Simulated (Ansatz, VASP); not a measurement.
# SnO in VASP and in Ansatz

```
Sn O
1.0
     3.80200    0.00000    0.00000
     0.00000    3.80200    0.00000
     0.00000    0.00000    4.83600
Sn O
2 2
Cartesian
  0.0000 1.9010 1.1534
  1.9010 0.0000 3.6826
  0.0000 0.0000 0.0000
  1.9010 1.9010 0.0000
```

Alike in both runs: task single point; functional PBE; k mesh 12 × 12 × 10; occupations gaussian, width 0.15 eV; no spin polarisation.

|  | VASP | Ansatz |
| --- | --- | --- |
| version | VASP 6.6.1 | Ansatz 0.2.0 |
| potentials or method | VASP PAW PBE potentials, release 64 (Sn_d, O), cutoff 520 eV | scalar-relativistic, plane waves, PAW |
| valence electrons in the cell | 40 | 40 |

|  | VASP | Ansatz | Ansatz less VASP |
| --- | --- | --- | --- |
| gap on the k mesh at the Fermi level (eV) | none | none | - |
| pressure (GPa) | 4.4 | 4.2 | -0.24 |
| traceless stress, the component that is largest in VASP (GPa) | -0.79 | -0.82 | -0.022 |
| rms of the force components (eV/Å) | 0.179 | 0.144 | -0.0350 |

Atom by atom the forces differ by 0.035 eV/Å (rms over components). A gap of «none» marks a metal or a gap that the smearing closes. With one functional, cell and mesh, what is left measures potentials, basis and numerics.
